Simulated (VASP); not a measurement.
Input of a VASP 6.6.1 run:

Contents of POSCAR:

```
WSe
1.0
    0.0000000000      2.7923343792      2.7923343792
    2.7923343792      0.0000000000      2.7923343792
    2.7923343792      2.7923343792      0.0000000000
W Se
1 1
Direct
    0.0000000000      0.0000000000      0.0000000000
    0.2500000000      0.2500000000      0.2500000000
```

INCAR.step1

```
SYSTEM = WSe
ALGO = Normal ; EDIFF = 1E-4
ENCUT = 520 ; GGA = PE
ISMEAR = 0 ; ISPIN = 2
LASPH = .True. ; LCHARG = .False.
LMAXMIX = 4 ; LREAL = .False.
LWAVE = .True. ; MAGMOM = 2.5 0
NBANDS = 21 ; NELM = 150
PREC = Accurate ; SIGMA = 0.1
```

The input INCAR.step2:

```
SYSTEM = WSe
ALGO = Normal ; EDIFF = 1E-6
ENCUT = 520 ; ISIF = 2
ISMEAR = 0 ; ISPIN = 2
ISTART = 1 ; LASPH = .True.
LCHARG = .True. ; LELF = .True.
LMAXMIX = 4 ; LMIXTAU = .True.
LORBIT = 11 ; LREAL = .False.
LVHAR = .True. ; LWAVE = .False.
MAGMOM = 2.5 0 ; METAGGA = R2SCAN
NBANDS = 21 ; NELM = 150
PREC = Accurate ; SIGMA = 0.1
```

The input KPOINTS:

```
k-points
0
Gamma
  14 14 14
  0 0 0
```

Potentials or basis: VASP PAW PBE potentials, release 64 (W_sv, Se).

Command:

```sh
$ cat potpaw_PBE.64/W_sv/POTCAR potpaw_PBE.64/Se/POTCAR > POTCAR
$ cp INCAR.step1 INCAR
$ mpirun -np 1 vasp_std > vasp.out
$ cp INCAR.step2 INCAR
$ mpirun -np 1 vasp_std > vasp.out
```

**Question.** Estimate the site moments.

**Answer.** W +1.09; Se -0.01 μB.

**Question.** Predict the net moment.

**Answer.** 1.31 μB per cell.

**Question.** Predict the pressure.

**Answer.** 4.8 GPa.

Caveat: the cell stands under pressure; the PAW data sets were made with another functional, which shifts forces and pressure a little.
